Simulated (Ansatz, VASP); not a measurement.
# SnS: VASP beside Ansatz

```
Sn S
1.0
     3.99748    0.00000    0.00000
     0.00000    4.34901    0.00000
     0.00000    0.00000   11.22909
Sn S
4 4
Direct
  0.25000 0.11500 0.11800
  0.25000 0.38500 0.61800
  0.75000 0.88500 0.88200
  0.75000 0.61500 0.38200
  0.75000 0.52200 0.15000
  0.75000 0.97800 0.65000
  0.25000 0.47800 0.85000
  0.25000 0.02200 0.35000
```

Alike in both runs: task single point; functional r2SCAN; k mesh 7 × 6 × 3; no spin polarisation.

```csv
,VASP,Ansatz
version,VASP 6.6.1,Ansatz 0.2.0
potentials or method,"VASP PAW PBE potentials, release 64 (Sn_d, S), cutoff 550 eV",PAW plane waves
occupations,"methfessel-paxton of order 1, width 0.1246 eV","cold, width 0.1246 eV"
valence electrons in the cell,80,80
```

VASP gave:

* gap on the k mesh at the Fermi level (eV): 1.07
* pressure (GPa): 0.0
* traceless stress, the component that is largest in VASP (GPa): 0.33
* rms of the force components (eV/Å): 0.145

Question: Which values does Ansatz return?

Answer: gap on the k mesh at the Fermi level (eV): 1.07; pressure (GPa): 0.1; traceless stress, the component that is largest in VASP (GPa): 0.34; rms of the force components (eV/Å): 0.151.

VASP's potentials were made for PBE, not for r2SCAN. Atom by atom the forces differ by 0.006 eV/Å (rms over components).
